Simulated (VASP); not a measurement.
# MgS (I4/mmm) in VASP: notebook

Runs on MgS. Level: r2SCAN. Tasks: single point.

All numbers are computed with VASP 6.6.1; they aren't measurements. Logs are shortened: lines on timing, memory, paths and dates and some standing lists are left out, and cuts for length are marked.

## (1) The cell of the first run

The structure is tetragonal, space group I4/mmm (No. 139). The conventional cell has a = 3.679 Å, b = 3.679 Å, c = 4.995 Å, α = 90.00°, β = 90.00°, γ = 90.00°. Mg (site symmetry 4/mmm) has 6 S at 2.50 to 2.60 Å within 3.3 Å. Within 3.3 Å of S (site symmetry 4/mmm) lie 6 Mg at 2.50 to 2.60 Å.

## (2) Single point, r2SCAN (strain +0.000 along x and y, -0.040 along z)

POSCAR reads:

```
MgS
1.0
    0.0000000000      2.6016500000      2.4975840000
    2.6016500000      0.0000000000      2.4975840000
    2.6016500000      2.6016500000      0.0000000000
Mg S
1 1
Direct
    0.0000000000      0.0000000000      0.0000000000
    0.5000000000      0.5000000000      0.5000000000
```

INCAR.step1 reads:

```
SYSTEM = MgS
PREC = Accurate
ENCUT = 520
ISMEAR = 0
SIGMA = 0.05
LREAL = .FALSE.
LASPH = .TRUE.
NELM = 80
NBANDS = 11
GGA = PE
ALGO = Normal
EDIFF = 1E-4
LWAVE = .TRUE.
LCHARG = .FALSE.
```

INCAR.step2 reads:

```
SYSTEM = MgS
PREC = Accurate
ENCUT = 520
EDIFF = 1E-6
ISMEAR = 0
SIGMA = 0.05
LREAL = .FALSE.
LASPH = .TRUE.
NELM = 80
ALGO = Normal
ISIF = 2
LWAVE = .FALSE.
LCHARG = .FALSE.
METAGGA = R2SCAN
LMIXTAU = .TRUE.
NBANDS = 11
ISTART = 1
```

KPOINTS reads:

```
regular mesh
0
G
  8 8 8
  0 0 0
```

Potentials or basis: VASP PAW PBE potentials, release 64 (Mg, S).

The run is started by

```
cat potpaw_PBE.64/Mg/POTCAR potpaw_PBE.64/S/POTCAR > POTCAR
cp INCAR.step1 INCAR
mpirun -np 1 vasp_std > vasp.out
cp INCAR.step2 INCAR
mpirun -np 1 vasp_std > vasp.out
```

OUTCAR:

```text
SYSTEM = MgS
   PREC = Accurate
   ENCUT = 520
   EDIFF = 1E-6
   ISMEAR = 0
   LREAL = .FALSE.
   LASPH = .TRUE.
   NELM = 80
   ISIF = 2
   METAGGA = R2SCAN
   ISTART = 1

 ion  position               nearest neighbor table
   1  0.000  0.000  0.000-   2 2.50   2 2.50   2 2.60   2 2.60   2 2.60   2 2.60
   2  0.500  0.500  0.500-   1 2.50   1 2.50   1 2.60   1 2.60   1 2.60   1 2.60

  LATTYP: Found a body centered tetragonal cell.
 ALAT       =     3.6792887145
 C/A-ratio  =     1.3576450199

  Lattice vectors:

 A1 = (   0.0000000000,  -2.6016500000,  -2.4975840000)
 A2 = (   0.0000000000,   2.6016500000,  -2.4975840000)
 A3 = (   2.6016500000,   0.0000000000,   2.4975840000)

Analysis of symmetry for initial positions (statically):
=====================================================================
 Subroutine PRICEL returns:
 Original cell was already a primitive cell.

 Routine SETGRP: Setting up the symmetry group for a
 body centered tetragonal supercell.

 Subroutine GETGRP returns: Found 16 space group operations
 (whereof 16 operations were pure point group operations)
 out of a pool of 16 trial point group operations.

The static configuration has the point symmetry D_4h.

Analysis of symmetry for dynamics (positions and initial velocities):
=====================================================================
 Subroutine PRICEL returns:
 Original cell was already a primitive cell.

 Routine SETGRP: Setting up the symmetry group for a
 body centered tetragonal supercell.

 Subroutine GETGRP returns: Found 16 space group operations
 (whereof 16 operations were pure point group operations)
 out of a pool of 16 trial point group operations.

The dynamic configuration has the point symmetry D_4h.

 Subroutine INISYM returns: Found 16 space group operations
 (whereof 16 operations are pure point group operations),
 and found     1 'primitive' translations

----------------------------------------------------------------------------------------

                                     Primitive cell

  volume of cell :      33.8102

  direct lattice vectors                    reciprocal lattice vectors
     0.000000000  2.601650000  2.497584000    -0.192185728  0.192185728  0.200193467
     2.601650000  0.000000000  2.497584000     0.192185728 -0.192185728  0.200193467
     2.601650000  2.601650000  0.000000000     0.192185728  0.192185728 -0.200193467

  length of vectors
     3.606453737  3.606453737  3.679288715     0.337562042  0.337562042  0.337562042

  position of ions in fractional coordinates (direct lattice)
[... 8 lines left out ...]
----------------------------------------------------------------------------------------

 KPOINTS: regular mesh

Automatic generation of k-mesh.
 Grid dimensions read from file:
 generate k-points for:    8    8    8

 Generating k-lattice:

  Cartesian coordinates                     Fractional coordinates (reciprocal lattice)
    -0.024023216  0.024023216  0.025024183     0.125000000  0.000000000  0.000000000
     0.024023216 -0.024023216  0.025024183     0.000000000  0.125000000  0.000000000
     0.024023216  0.024023216 -0.025024183    -0.000000000 -0.000000000  0.125000000

  Length of vectors
     0.042195255  0.042195255  0.042195255

  Shift w.r.t. Gamma in fractional coordinates (k-lattice)
     0.000000000  0.000000000  0.000000000

 Subroutine IBZKPT returns following result:
 ===========================================

 Found     59 irreducible k-points:

 Following reciprocal coordinates:
            Coordinates               Weight
  0.000000  0.000000  0.000000      1.000000
  0.125000  0.000000  0.000000      8.000000
  0.250000  0.000000  0.000000      8.000000
  0.375000  0.000000  0.000000      8.000000
  0.500000  0.000000  0.000000      4.000000
  0.125000  0.125000  0.000000      2.000000
[... 16 lines left out ...]
  0.250000  0.000000  0.125000     16.000000
  0.375000  0.000000  0.125000     16.000000
 [... further k-points ...]
   k-points           NKPTS =     59   k-points in BZ     NKDIM =     59   number of bands    NBANDS=     11
   number of dos      NEDOS =    301   number of ions     NIONS =      2
   total plane-waves  NPLWV =  21952
   dimension x,y,z NGX =    28 NGY =   28 NGZ =   28
   dimension x,y,z NGXF=    56 NGYF=   56 NGZF=   56
   ions per type =               1   1
   NGX,Y,Z   is equivalent  to a cutoff of  12.91, 12.91, 12.65 a.u.
   NGXF,Y,Z  is equivalent  to a cutoff of  25.81, 25.81, 25.30 a.u.
 SYSTEM =  MgS
   PREC   = accura    normal or accurate (medium, high low for compatibility)
   ISTART =      1    job   : 0-new  1-cont  2-samecut
   ICHARG =      0    charge: 1-file 2-atom 10-const
   ISPIN  =      1    spin polarized calculation?
   LNONCOLLINEAR =      F non collinear calculations
   LSORBIT =      F    spin-orbit coupling
   LASPH  =      T    aspherical Exc in radial PAW
   ENCUT  =  520.0 eV  38.22 Ry    6.18 a.u.   6.71  6.71  6.84*2*pi/ulx,y,z
   NELM   =     80;   NELMIN=  2; NELMDL=  0     # of ELM steps
   EDIFF  = 0.1E-05   stopping-criterion for ELM
   LREAL  =      F    real-space projection
[... 7 lines left out ...]
   TEBEG  =    0.0;   TEEND  =   0.0 temperature during run
   PSTRESS=    0.0 pullay stress
   NELECT =       8.0000    total number of electrons
   NUPDOWN=      -1.0000    fix difference up-down
   EMIN   =  10.00;   EMAX   =-10.00  energy-range for DOS
   EFERMI =   0.00;   METHOD = LEGACY
   ISMEAR =     0;   SIGMA  =   0.05  broadening in eV -4-tet -1-fermi 0-gaus
   EFERMI_NEDOS =   21; number of points for ismear=-14 and -15
   IALGO  =     38    algorithm
   IMIX   =      4    mixing-type and parameters
     AMIX     =   0.40;   BMIX     =  1.00
     AMIX_MAG =   1.60;   BMIX_MAG =  1.00
  volume/ion in A,a.u.               =      16.91       114.08
  Fermi-wavevector in a.u.,A,eV,Ry     =   1.012563  1.913467 13.949844  1.025285
  Thomas-Fermi vector in A             =   2.145680
   LORBIT       =      0    0 simple, 1 ext, 2 COOP (PROOUT), +10 PAW based schemes
   METAGGA = R2SCAN    functional components
   LHFCALC =     F    Hartree Fock is set to
   AEXX    =    0.0000 exact exchange contribution
   IVDW    =     0    specifies the selected vdW correction
   LEPSILON=     F    determine dielectric tensor
   LRPA    =     F    only Hartree local field effects (RPA)
 non-spin polarized calculation
 Gauss-broadening in eV      SIGMA  =   0.05
  energy-cutoff  :      520.00
  volume of cell :       33.81
 maximum number of plane-waves:       925
   NGX = 13   NGY = 13   NGZ = 13

 number of electron       7.9999999 magnetization

 Free energy of the ion-electron system (eV)
  ---------------------------------------------------
  ext. energy  EPLUGINS =         0.00000000
  ---------------------------------------------------
  free energy    TOTEN  =       -15.48344273 eV

  energy without entropy =      -15.48344273  energy(sigma->0) =      -15.48344273

 E-fermi :   4.2308     XC(G=0): -10.2697

 val. band max:        3.9230911181   @ k =   0.0000   0.0000   0.0000
 cond. band min:       7.2471190773   @ k =   0.5000   0.5000   0.0000
 fundamental gap:      3.3240279592
 Fermi energy:         4.2307689257

 k-point     1 :       0.0000    0.0000    0.0000
  band No.  band energies     occupation
      1      -9.5696      2.00000
      2       3.7322      2.00000
      3       3.9231      2.00000
      4       3.9231      2.00000
      5       8.8251      0.00000
      6      12.2223      0.00000
      7      12.2223      0.00000
      8      12.6731      0.00000
      9      14.5521      0.00000
     10      15.1391      0.00000
     11      17.5337      0.00000

 k-point     2 :       0.1250    0.0000    0.0000
  band No.  band energies     occupation
      1      -9.4041      2.00000
      2       2.8053      2.00000
      3       3.7140      2.00000
      4       3.7844      2.00000
      5       9.5557      0.00000
      6      12.1226      0.00000
      7      12.4788      0.00000
      8      12.8313      0.00000
      9      14.0738      0.00000
     10      14.5120      0.00000
     11      17.9277      0.00000

 k-point     3 :       0.2500    0.0000    0.0000
  band No.  band energies     occupation
      1      -8.9550      2.00000
      2       0.9506      2.00000
      3       3.4855      2.00000
      4       3.5034      2.00000
      5       9.7050      0.00000
      6      12.0794      0.00000
      7      12.5970      0.00000
      8      13.2501      0.00000
      9      14.8945      0.00000
     10      14.9386      0.00000
     11      17.1674      0.00000

 k-point     4 :       0.3750    0.0000    0.0000
  band No.  band energies     occupation
      1      -8.4038      2.00000
      2      -0.6117      2.00000
      3       3.2250      2.00000
      4       3.3200      2.00000
      5       9.2853      0.00000
      6      11.4250      0.00000
      7      11.9469      0.00000
      8      15.1304      0.00000
      9      16.6534      0.00000
     10      17.0013      0.00000
     11      17.0910      0.00000

 k-point     5 :       0.5000    0.0000    0.0000
  band No.  band energies     occupation
      1      -8.1282      2.00000
      2      -1.2439      2.00000
      3       3.1259      2.00000
      4       3.2496      2.00000
      5       9.1122      0.00000
      6      11.1816      0.00000
      7      11.6989      0.00000
      8      15.5722      0.00000
      9      17.3446      0.00000
     10      18.9033      0.00000
     11      19.3325      0.00000
[... 211 lines left out ...]
 k-point    21 :       0.5000    0.5000    0.0000
  band No.  band energies     occupation
      1      -7.6027      2.00000
      2      -0.5936      2.00000
      3       1.9050      2.00000
      4       1.9050      2.00000
      5       7.2471      0.00000
      6       8.5620      0.00000
      7      17.5576      0.00000
      8      17.7075      0.00000
      9      18.6754      0.00000
     10      18.6754      0.00000
     11      20.4225      0.00000

 k-point    22 :       0.1250    0.0000    0.1250
  band No.  band energies     occupation
      1      -9.3570      2.00000
      2       2.9302      2.00000
      3       3.3799      2.00000
      4       3.6158      2.00000
      5       9.9216      0.00000
      6      11.3208      0.00000
      7      12.9689      0.00000
      8      13.0461      0.00000
      9      13.3232      0.00000
     10      15.2500      0.00000
     11      18.6963      0.00000

 k-point    23 :       0.2500    0.0000    0.1250
  band No.  band energies     occupation
      1      -9.0096      2.00000
      2       1.5205      2.00000
      3       3.1523      2.00000
      4       3.3052      2.00000
      5      10.3269      0.00000
      6      11.3845      0.00000
      7      11.9075      0.00000
      8      13.4663      0.00000
      9      14.5354      0.00000
     10      15.6876      0.00000
     11      18.6598      0.00000

 k-point    24 :       0.3750    0.0000    0.1250
  band No.  band energies     occupation
      1      -8.4863      2.00000
      2      -0.0423      2.00000
      3       2.8328      2.00000
      4       3.0238      2.00000
      5       9.9329      0.00000
      6      11.1030      0.00000
      7      12.7567      0.00000
      8      13.1831      0.00000
      9      16.5133      0.00000
     10      17.5139      0.00000
     11      18.0972      0.00000

 [... further k-points ...]

------------------------ aborting loop because EDIFF is reached ----------------------------------------

  FORCE on cell =-STRESS in cart. coord.  units (eV):
  Direction    XX          YY          ZZ          XY          YZ          ZX
  --------------------------------------------------------------------------------------
  -------------------------------------------------------------------------------------
  Total        0.3042524      0.3042524      1.5125369      0.0000000      0.0000000      0.0000000
  in kB       14.4177256     14.4177256     71.6751663      0.0000000      0.0000000      0.0000000
  external PRESSURE =      33.5035392 kB  Pullay stress =       0.0000000 kB

 VOLUME and BASIS-vectors are now :
 -----------------------------------------------------------------------------
  energy-cutoff  :      520.00
  volume of cell :       33.81
      direct lattice vectors                 reciprocal lattice vectors
     0.000000000  2.601650000  2.497584000    -0.192185728  0.192185728  0.200193467
     2.601650000  0.000000000  2.497584000     0.192185728 -0.192185728  0.200193467
     2.601650000  2.601650000  0.000000000     0.192185728  0.192185728 -0.200193467

 POSITION                                       TOTAL-FORCE (eV/Angst)
 -----------------------------------------------------------------------------------
      0.00000      0.00000      0.00000        -0.000000      0.000000      0.000000
      2.60165      2.60165      2.49758         0.000000     -0.000000     -0.000000
 -----------------------------------------------------------------------------------
    total drift:                                0.000000      0.000000      0.000000

  FREE ENERGIE OF THE ION-ELECTRON SYSTEM (eV)
  ---------------------------------------------------
  free  energy   TOTEN  =       -15.4834427348 eV

  energy  without entropy=      -15.4834427348  energy(sigma->0) =      -15.48344273
```

Run time: 2.1 min. Hardware: 1 thread of AMD EPYC 7R43 (Zen 3), shared host; peak memory 0.14 GiB.

Results:

| Item | Value |
| --- | --- |
| Free energy | -15.4834 eV |
| Pressure | 3.4 GPa |
| Band gap on the k mesh | 3.32 eV, indirect (least direct gap 4.90 eV) |

Stress tensor (GPa, compression positive):
```
1.44 0.00 0.00
0.00 1.44 0.00
0.00 0.00 7.17
```

Levels at points of the mesh, in eV from the valence-band top:
```csv
k point,band 1,band 2,band 3,band 4,band 5,band 6,band 7,band 8
"(0.00, 0.00, 0.00)",-13.49,-0.19,0.00,0.00,4.90,8.30,8.30,8.75
"(0.50, 0.00, 0.00)",-12.05,-5.17,-0.80,-0.67,5.19,7.26,7.78,11.65
"(0.50, 0.50, 0.00)",-11.53,-4.52,-2.02,-2.02,3.32,4.64,13.63,13.78
"(0.50, 0.00, 0.50)",-11.69,-4.57,-2.00,-1.63,3.56,4.79,13.36,13.48
```

Caveat: the cell differs from its parent crystal (strain +0.000 along x and y, -0.040 along z); the PAW data sets were made with another functional, which shifts forces and pressure a little. A k mesh can miss the band edges.

## (3) Single point, r2SCAN (strain -0.040 along x and y, +0.040 along z)

POSCAR reads:

```
MgS
1.0
    0.0000000000      2.4975840000      2.7057160000
    2.4975840000      0.0000000000      2.7057160000
    2.4975840000      2.4975840000      0.0000000000
Mg S
1 1
Direct
    0.0000000000      0.0000000000      0.0000000000
    0.5000000000      0.5000000000      0.5000000000
```

INCAR.step1 is that of step 2.

Edit INCAR.step2 of step 2 so:

```diff
@@ -12,5 +12,7 @@
 LWAVE = .FALSE.
-LCHARG = .FALSE.
+LCHARG = .TRUE.
 METAGGA = R2SCAN
 LMIXTAU = .TRUE.
+LELF = .TRUE.
+LVHAR = .TRUE.
 NBANDS = 11
```

KPOINTS reads:

```
Automatic mesh
0
G
  8 8 8
  0 0 0
```

Potentials or basis: VASP PAW PBE potentials, release 64 (Mg, S).

The run is started by

```
cat potpaw_PBE.64/Mg/POTCAR potpaw_PBE.64/S/POTCAR > POTCAR
cp INCAR.step1 INCAR
mpirun -np 1 vasp_std > vasp.out
cp INCAR.step2 INCAR
mpirun -np 1 vasp_std > vasp.out
```

It took 3.9 min on 1 thread of AMD EPYC 7R13, shared host; peak memory 0.15 GiB.

It converged, with:

```yaml
Free_energy: -15.4424 eV
Pressure: 4.3 GPa
Band_gap_on_the_k_mesh: 3.25 eV, indirect (least direct gap 4.79 eV)
```

Stress tensor (GPa, compression positive):
```
 7.57  0.00  0.00
 0.00  7.57  0.00
 0.00  0.00 -2.13
```

Levels at points of the mesh, in eV from the valence-band top:
```csv
k point,band 1,band 2,band 3,band 4,band 5,band 6,band 7,band 8
"(0.00, 0.00, 0.00)",-13.62,-0.28,-0.28,0.00,4.79,7.77,8.66,8.66
"(0.50, 0.00, 0.00)",-12.18,-5.30,-1.00,-0.71,4.99,7.13,7.85,11.57
"(0.50, 0.50, 0.00)",-12.00,-4.72,-1.74,-1.74,3.77,4.80,12.83,13.35
"(0.50, 0.00, 0.50)",-11.64,-4.65,-2.48,-1.76,3.25,4.56,13.39,13.51
```

Caveat: the cell differs from its parent crystal (strain -0.040 along x and y, +0.040 along z); the PAW data sets were made with another functional, which shifts forces and pressure a little. A k mesh can miss the band edges.

(Continued in part 2 of 2.)
